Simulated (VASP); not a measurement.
The system is Y.

```
Y
1.0
     3.99342    2.30560    3.23080
    -3.99342    2.30560    3.23080
     0.00000   -4.61120    3.23080
Y
5
Direct
  0.33333 0.33333 0.33333
  0.66667 0.66667 0.66667
  0.00000 0.60392 0.39608
  0.39608 0.00000 0.60392
  0.60392 0.39608 0.00000
```

- Program: VASP 6.6.1
- Task: relaxation of cell and atoms
- Functional: PBE
- Potentials or basis: VASP PAW PBE potentials, release 64 (Y_sv)
- Cutoff: 600 eV
- k mesh: 3 × 3 × 3
- Occupations: gaussian, width 0.1 eV
- Spin: no spin polarisation

At the start: pressure 9.3 GPa; volume 35.70 Å³/atom.

Task: How do energy, volume and symmetry change on relaxing?

Result: Over 53 steps the energy falls by 2163.4 meV/atom and the volume is 36.23 Å³/atom (+1.5 %); space group R32 (No. 155, to 0.05 Å).

Step by step:
| step | energy change (eV) | largest force (eV/Å) | pressure (GPa) | volume (Å³) |
| --- | --- | --- | --- | --- |
| 1 | 0.0000 | 1.5827 | 9.35 | 178.48 |
| 3 | -4.1032 | 0.5753 | 0.14 | 264.21 |
| 5 | -4.1734 | 0.6243 | -0.38 | 280.33 |
| 7 | -4.4673 | 0.7163 | 0.11 | 261.32 |
| 9 | -4.6410 | 0.6722 | 1.25 | 233.21 |
| 11 | -4.8693 | 0.5435 | 1.45 | 226.77 |
| 13 | -5.3986 | 0.9882 | 4.54 | 202.11 |
| 15 | -5.6964 | 0.6901 | 2.94 | 209.79 |
| 17 | -5.8315 | 2.9822 | 4.01 | 212.39 |
| 19 | -6.5587 | 0.9327 | 1.94 | 216.68 |
| 21 | -7.0303 | 0.2919 | -0.78 | 237.28 |
| 23 | -7.0753 | 0.3065 | -0.74 | 234.89 |
| 25 | -7.2528 | 0.3387 | 1.20 | 204.77 |
| 27 | -7.4442 | 0.2492 | 0.60 | 207.30 |
| 29 | -8.3645 | 2.2163 | 1.84 | 200.43 |
| 31 | -8.4370 | 1.8607 | 1.40 | 201.98 |
| 33 | -8.5254 | 2.1973 | 0.88 | 205.87 |
| 35 | -8.7668 | 1.8713 | 0.03 | 208.44 |
| 37 | -9.3378 | 0.8340 | -2.80 | 219.87 |
| 39 | -9.6041 | 1.0104 | -3.18 | 217.54 |
| 41 | -10.3370 | 1.2001 | 3.16 | 167.02 |
| 43 | -10.4626 | 1.2005 | 0.90 | 177.93 |
| 45 | -10.6990 | 0.5333 | 0.46 | 179.99 |
| 47 | -10.7827 | 0.2367 | -0.14 | 182.78 |
| 49 | -10.8070 | 0.1135 | -0.55 | 185.02 |
| 51 | -10.8151 | 0.0599 | 0.04 | 181.28 |
| 53 | -10.8169 | 0.0331 | 0.05 | 181.17 |

Final structure:
```yaml
crystal:
  lattice:
    - [3.05782, 1.76544, 5.59346]
    - [-3.05782, 1.76544, 5.59346]
    - [0.00000, -3.53087, 5.59346]
  atoms:
    - { symbol: Y, position: [0.16618, 0.16618, 0.16618] }
    - { symbol: Y, position: [0.83382, 0.83382, 0.83382] }
    - { symbol: Y, position: [0.00000, 0.65940, 0.34060] }
    - { symbol: Y, position: [0.34060, 0.00000, 0.65940] }
    - { symbol: Y, position: [0.65940, 0.34060, 0.00000] }
```

Caveat: the k points lie up to 0.41 Å⁻¹ apart in the final cell.
